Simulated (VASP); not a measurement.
# ScAlTlAs3 (P-6m2) in VASP: notebook, part 3 of 4

VASP 6.6.1. The steps go on from the part before.

## Step 4: Single point, PBE

This run uses another cell than the first one, of the same volume but with other edges.

INCAR reads:

```
PREC     = Accurate       # precision mode
ENCUT    = 520            # plane-wave cutoff, eV
EDIFF    = 1E-7           # SCF threshold, eV
ISMEAR   = 0              # smearing method
SIGMA    = 0.1            # smearing width, eV
LREAL    = False          # projectors in reciprocal space
LASPH    = True           # aspherical terms in the spheres
NELM     = 100            # most SCF steps
ALGO     = Normal         # electronic algorithm
ISIF     = 2              # what is computed and relaxed
LWAVE    = False          # write WAVECAR
LCHARG   = False          # write CHGCAR
GGA      = PE             # functional
NBANDS   = 30             # bands
```

KPOINTS reads:

```
Automatic mesh
0
Gamma
  3 3 6
```

POSCAR reads:

```
ScAlTlAs3
1.0
    6.5994140478      0.0000000000      0.0000000000
   -3.2997070239      5.7152602155      0.0000000000
    0.0000000000      0.0000000000      3.7309267078
Sc Al Tl As
1 1 1 3
Direct
    0.3333333333      0.6666666667      0.0000000000
    0.0000000000      0.0000000000      0.0000000000
    0.6666666667      0.3333333333      0.0000000000
    0.6801811545      0.8400905773      0.5000000000
    0.1599094227      0.8400905773      0.5000000000
    0.1599094227      0.3198188455      0.5000000000
```

Potentials or basis: VASP PAW PBE potentials, release 64 (Sc_sv, Al, Tl_d, As).

Command:

```sh
$ cat potpaw_PBE.64/Sc_sv/POTCAR potpaw_PBE.64/Al/POTCAR potpaw_PBE.64/Tl_d/POTCAR potpaw_PBE.64/As/POTCAR > POTCAR
$ mpirun -np 1 vasp_std > vasp.out
```

OUTCAR:

```text
PREC = Accurate
   ENCUT = 520
   EDIFF = 1E-7
   ISMEAR = 0
   LREAL = False
   LASPH = True
   NELM = 100
   ISIF = 2
   GGA = PE

 ion  position               nearest neighbor table
   1  0.333  0.667  0.000-   4 2.72   5 2.72   4 2.72   5 2.72   6 2.72   6 2.72
   2  0.000  0.000  0.000-   5 2.61   5 2.61   4 2.61   4 2.61   6 2.61   6 2.61
   3  0.667  0.333  0.000-
   4  0.680  0.840  0.500-   2 2.61   2 2.61   1 2.72   1 2.72
   5  0.160  0.840  0.500-   2 2.61   2 2.61   1 2.72   1 2.72
   6  0.160  0.320  0.500-   2 2.61   2 2.61   1 2.72   1 2.72

  LATTYP: Found a hexagonal cell.
 ALAT       =     6.5994140478
 C/A-ratio  =     0.5653421169

  Lattice vectors:

 A1 = (   6.5994140478,   0.0000000000,   0.0000000000)
 A2 = (  -3.2997070239,   5.7152602155,   0.0000000000)
 A3 = (   0.0000000000,   0.0000000000,   3.7309267078)

Analysis of symmetry for initial positions (statically):
=====================================================================
 Subroutine PRICEL returns:
 Original cell was already a primitive cell.

 Routine SETGRP: Setting up the symmetry group for a
 hexagonal supercell.

 Subroutine GETGRP returns: Found 12 space group operations
 (whereof 12 operations were pure point group operations)
 out of a pool of 24 trial point group operations.

The static configuration has the point symmetry D_3h.

Analysis of symmetry for dynamics (positions and initial velocities):
=====================================================================
 Subroutine PRICEL returns:
 Original cell was already a primitive cell.

 Routine SETGRP: Setting up the symmetry group for a
 hexagonal supercell.

 Subroutine GETGRP returns: Found 12 space group operations
 (whereof 12 operations were pure point group operations)
 out of a pool of 24 trial point group operations.

The dynamic configuration has the point symmetry D_3h.

 Subroutine INISYM returns: Found 12 space group operations
 (whereof 12 operations are pure point group operations),
 and found     1 'primitive' translations

----------------------------------------------------------------------------------------

                                     Primitive cell

  volume of cell :     140.7207

  direct lattice vectors                    reciprocal lattice vectors
     6.599414048  0.000000000  0.000000000     0.151528604  0.087485080  0.000000000
    -3.299707024  5.715260215  0.000000000     0.000000000  0.174970161  0.000000000
     0.000000000  0.000000000  3.730926708     0.000000000  0.000000000  0.268029923

  length of vectors
     6.599414048  6.599414048  3.730926708     0.174970161  0.174970161  0.268029923

  position of ions in fractional coordinates (direct lattice)
     0.333333333  0.666666667  0.000000000
     0.000000000  0.000000000  0.000000000
     0.666666667  0.333333333  0.000000000
     0.680181154  0.840090577  0.500000000
     0.159909423  0.840090577  0.500000000
     0.159909423  0.319818846  0.500000000

  ion indices of the primitive-cell ions
   primitive index   ion index
[... 34 lines left out ...]
            Coordinates               Weight
  0.000000  0.000000  0.000000      1.000000
  0.333333  0.000000  0.000000      6.000000
  0.333333  0.333333  0.000000      2.000000
  0.000000  0.000000  0.166667      2.000000
  0.333333  0.000000  0.166667     12.000000
  0.333333  0.333333  0.166667      4.000000
  0.000000  0.000000  0.333333      2.000000
  0.333333  0.000000  0.333333     12.000000
  0.333333  0.333333  0.333333      4.000000
  0.000000  0.000000  0.500000      1.000000
  0.333333  0.000000  0.500000      6.000000
  0.333333  0.333333  0.500000      2.000000
   k-points           NKPTS =     12   k-points in BZ     NKDIM =     12   number of bands    NBANDS=     30
   number of dos      NEDOS =    301   number of ions     NIONS =      6
   total plane-waves  NPLWV =  70000
   dimension x,y,z NGX =    50 NGY =   50 NGZ =   28
   dimension x,y,z NGXF=   100 NGYF=  100 NGZF=   56
   ions per type =               1   1   1   3
   NGX,Y,Z   is equivalent  to a cutoff of  12.60, 12.60, 12.48 a.u.
   NGXF,Y,Z  is equivalent  to a cutoff of  25.19, 25.19, 24.95 a.u.
 SYSTEM =  unknown system
   PREC   = accura    normal or accurate (medium, high low for compatibility)
   ISTART =      0    job   : 0-new  1-cont  2-samecut
   ICHARG =      2    charge: 1-file 2-atom 10-const
   ISPIN  =      1    spin polarized calculation?
   LNONCOLLINEAR =      F non collinear calculations
   LSORBIT =      F    spin-orbit coupling
   LASPH  =      T    aspherical Exc in radial PAW
   ENCUT  =  520.0 eV  38.22 Ry    6.18 a.u.  12.27 12.27  6.94*2*pi/ulx,y,z
   NELM   =    100;   NELMIN=  2; NELMDL= -5     # of ELM steps
   EDIFF  = 0.1E-06   stopping-criterion for ELM
   LREAL  =      F    real-space projection
   EDIFFG = 0.1E-05   stopping-criterion for IOM
   NSW    =      0    number of steps for IOM
   IBRION =     -1    ionic relax: 0-MD 1-quasi-New 2-CG
   NFREE  =      0    steps in history (QN), initial steepest desc. (CG)
   ISIF   =      2    stress and relaxation
   ISYM   =      2    0-nonsym 1-usesym 2-fastsym
   POTIM  = 0.5000    time-step for ionic-motion
   TEBEG  =    0.0;   TEEND  =   0.0 temperature during run
   PSTRESS=    0.0 pullay stress
   NELECT =      42.0000    total number of electrons
   NUPDOWN=      -1.0000    fix difference up-down
   EMIN   =  10.00;   EMAX   =-10.00  energy-range for DOS
   EFERMI =   0.00;   METHOD = LEGACY
   ISMEAR =     0;   SIGMA  =   0.10  broadening in eV -4-tet -1-fermi 0-gaus
   EFERMI_NEDOS =   21; number of points for ismear=-14 and -15
   IALGO  =     38    algorithm
   IMIX   =      4    mixing-type and parameters
     AMIX     =   0.40;   BMIX     =  1.00
     AMIX_MAG =   1.60;   BMIX_MAG =  1.00
  volume/ion in A,a.u.               =      23.45       158.27
  Fermi-wavevector in a.u.,A,eV,Ry     =   1.094054  2.067461 16.285535  1.196953
  Thomas-Fermi vector in A             =   2.230351
   LORBIT       =      0    0 simple, 1 ext, 2 COOP (PROOUT), +10 PAW based schemes
   GGA     = PE    functional components
   LHFCALC =     F    Hartree Fock is set to
   AEXX    =    0.0000 exact exchange contribution
   IVDW    =     0    specifies the selected vdW correction
   LEPSILON=     F    determine dielectric tensor
   LRPA    =     F    only Hartree local field effects (RPA)
 non-spin polarized calculation
 Gauss-broadening in eV      SIGMA  =   0.10
  energy-cutoff  :      520.00
  volume of cell :      140.72
 maximum number of plane-waves:      3842
 NGX is ok and might be reduce to    50

 number of electron      42.0000004 magnetization

 Free energy of the ion-electron system (eV)
  ---------------------------------------------------
  ext. energy  EPLUGINS =         0.00000000
  ---------------------------------------------------
  free energy    TOTEN  =       -27.72057293 eV

  energy without entropy =      -27.71127240  energy(sigma->0) =      -27.71592266

 E-fermi :   5.0837     XC(G=0):  -9.7452

 val. band max:        5.0710780804   @ k =   0.0000   0.0000   0.3333
 cond. band min:       5.1150608965   @ k =   0.3333   0.3333   0.5000
 fundamental gap:      0.0439828161
 Fermi energy:         5.0837391205

 k-point     1 :       0.0000    0.0000    0.0000
  band No.  band energies     occupation
      1     -44.6890      2.00000
      2     -23.3979      2.00000
      3     -23.3979      2.00000
      4     -23.2403      2.00000
      5      -7.5701      2.00000
      6      -6.5830      2.00000
[... 385 lines left out ...]
     29       8.3185      0.00000
     30       8.3575      0.00000

------------------------ aborting loop because EDIFF is reached ----------------------------------------

  FORCE on cell =-STRESS in cart. coord.  units (eV):
  Direction    XX          YY          ZZ          XY          YZ          ZX
  --------------------------------------------------------------------------------------
  -------------------------------------------------------------------------------------
  Total        0.1080544      0.1080544      0.0320184      0.0000000      0.0000000      0.0000000
  in kB        1.2302544      1.2302544      0.3645455      0.0000000      0.0000000      0.0000000
  external PRESSURE =       0.9416848 kB  Pullay stress =       0.0000000 kB

 VOLUME and BASIS-vectors are now :
 -----------------------------------------------------------------------------
  energy-cutoff  :      520.00
  volume of cell :      140.72
      direct lattice vectors                 reciprocal lattice vectors
     6.599414048  0.000000000  0.000000000     0.151528604  0.087485080  0.000000000
    -3.299707024  5.715260215  0.000000000     0.000000000  0.174970161  0.000000000
     0.000000000  0.000000000  3.730926708     0.000000000  0.000000000  0.268029923

 POSITION                                       TOTAL-FORCE (eV/Angst)
 -----------------------------------------------------------------------------------
     -0.00000      3.81017      0.00000         0.000000      0.000000     -0.000000
      0.00000      0.00000      0.00000         0.000000      0.000000     -0.000000
      3.29971      1.90509      0.00000         0.000000      0.000000     -0.000000
      1.71674      4.80134      1.86546         0.031305      0.018074      0.000000
     -1.71674      4.80134      1.86546        -0.031305      0.018074      0.000000
     -0.00000      1.82785      1.86546         0.000000     -0.036147      0.000000
 -----------------------------------------------------------------------------------
    total drift:                               -0.000000      0.000000     -0.000000

  FREE ENERGIE OF THE ION-ELECTRON SYSTEM (eV)
  ---------------------------------------------------
  free  energy   TOTEN  =       -27.7205729265 eV

  energy  without entropy=      -27.7112724032  energy(sigma->0) =      -27.71592266
```

It took 40 s on 1 thread of AMD EPYC 9R45 (Zen 5), shared host; peak memory 0.25 GiB.

Results:

```
Free energy            : -27.7206 eV
Pressure               : 0.1 GPa
Largest force          : 0.036 eV/Å
Band gap on the k mesh : zero (band 21 reaches 5.32 eV, above the bottom of band 22 at 4.72 eV)
```

Forces on the atoms (eV/Å):
```
Sc   0.000  0.000  0.000
Al   0.000  0.000  0.000
Tl   0.000  0.000  0.000
As   0.031  0.018  0.000
As  -0.031  0.018  0.000
As   0.000 -0.036  0.000
```

Stress tensor (GPa, compression positive):
```
0.12 0.00 0.00
0.00 0.12 0.00
0.00 0.00 0.04
```

Levels at points of the mesh, in eV from the Fermi level:
```
           k point  band 17  band 18  band 19  band 20  band 21  band 22  band 23  band 24  band 25  band 26
(0.00, 0.00, 0.00)    -1.91    -0.87    -0.87     0.24     0.24     0.69     1.22     1.23     2.43     2.43
(0.00, 0.00, 0.50)    -3.80    -2.93    -2.93    -0.19     0.07     0.11     0.11     0.93     0.93     1.90
```

Caveat: the k points lie up to 0.37 Å⁻¹ apart; spin-orbit coupling is left out, which moves the levels of the heavy elements.

(Part 3 of 4 ends here.)
